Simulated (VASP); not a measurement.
Input of a VASP 6.6.1 run:

INCAR

```
PREC = Accurate
ENCUT = 520
EDIFF = 1E-6
ISMEAR = 0
SIGMA = 0.1
LREAL = F
LASPH = T
NELM = 100
ALGO = Fast
ISIF = 2
LWAVE = F
LCHARG = F
GGA = PS
NBANDS = 18
```

KPOINTS

```
Automatic mesh
0
Gamma
  10 6 4
```

POSCAR

```
Be
1.0
    1.1370931604     -1.9694407371     -0.0000019831
   -3.3784027223     -1.9509400027     -0.0001927511
   -0.0003653729     -0.0002008675     -7.0746807102
Be
8
Direct
    0.4999724037      0.8317199495      0.6250010017
    0.4999699425      0.8316570126      0.1249993594
    0.9999813368      0.3317204396      0.6249989404
    0.9999760531      0.3316699078      0.1250008699
    0.9999571595      0.6683118922      0.8749953550
    1.0000776547      0.6683037714      0.3750045935
    0.4999758892      0.1683135879      0.8750019414
    0.5000895604      0.1683034391      0.3749979388
```

Potentials or basis: VASP PAW PBE potentials, release 64 (Be).

Run with:

```sh
$ cat potpaw_PBE.64/Be/POTCAR > POTCAR
$ mpirun -np 1 vasp_std > vasp.out
```

Task: Predict the band gap on the k mesh.

Result: Zero (bands 8 and 9 overlap by 1.38 eV).

Task: What does it give for the pressure?

Result: 0.4 GPa.

Stress tensor (GPa, compression positive):
```
 0.37  0.00 -0.02
 0.00  0.35 -0.01
-0.02 -0.01  0.44
```

Caveat: the PAW data sets were made with another functional, which shifts forces and pressure a little.
